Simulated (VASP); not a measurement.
Write the native input for VASP 6.6.1 that does the following.

* Task: single point
* Functional: PBEsol
* Potentials or basis: VASP PAW PBE potentials, release 64 (Hf_pv, Si)
* Cutoff: 520 eV
* k mesh: 12 × 12 × 12
* Occupations: gaussian, width 0.15 eV
* Spin: no spin polarisation
* Dipole correction: no
* Further INCAR settings: ALGO = Fast; EDIFF = 1e-06; NBANDS = 33

The structure of Hf2Si lies in POSCAR:

```
Hf2Si
1.0
   -3.0925596410      3.0925596410      2.4430272510
    3.0925596410     -3.0925596410      2.4430272510
    3.0925596410      3.0925596410     -2.4430272510
Hf Si
4 2
Direct
    0.8432528484      0.6567471516      0.5000000000
    0.3432528484      0.8432528484      0.1865056968
    0.1567471516      0.3432528484      0.5000000000
    0.6567471516      0.1567471516      0.8134943033
    0.7500000000      0.7500000000      0.0000000000
    0.2500000000      0.2500000000      0.0000000000
```

This cell differs from its parent crystal: strain -0.050 along x and y, -0.050 along z.

The input as run:

INCAR

```
SYSTEM = Hf2Si
ALGO = Fast
EDIFF = 1E-6
ENCUT = 520
GGA = PS
ISIF = 2
ISMEAR = 0
LASPH = .True.
LCHARG = .False.
LREAL = .False.
LWAVE = .False.
NBANDS = 33
NELM = 80
PREC = Accurate
SIGMA = 0.15
```

KPOINTS

```
k-points
0
Gamma
  12 12 12
  0 0 0
```

Potentials or basis: VASP PAW PBE potentials, release 64 (Hf_pv, Si).

Run with:

```console
$ cat potpaw_PBE.64/Hf_pv/POTCAR potpaw_PBE.64/Si/POTCAR > POTCAR
$ mpirun -np 1 vasp_std > vasp.out
```

It gave:

| Property | Result |
| --- | --- |
| Pressure | 30.9 GPa |
| Largest force | 0.214 eV/Å |
| Band gap on the k mesh | zero (bands 24 and 25 overlap by 0.86 eV) |

Caveat: the cell differs from its parent crystal (strain -0.050 along x and y, -0.050 along z); the cell stands under pressure; the PAW data sets were made with another functional, which shifts forces and pressure a little; spin-orbit coupling is left out, which moves the levels of the heavy elements.

Wall time 5.7 min on 1 thread of Intel(R) Xeon(R) 6975P-C (Granite Rapids), on a shared host, peak memory 0.53 GiB.
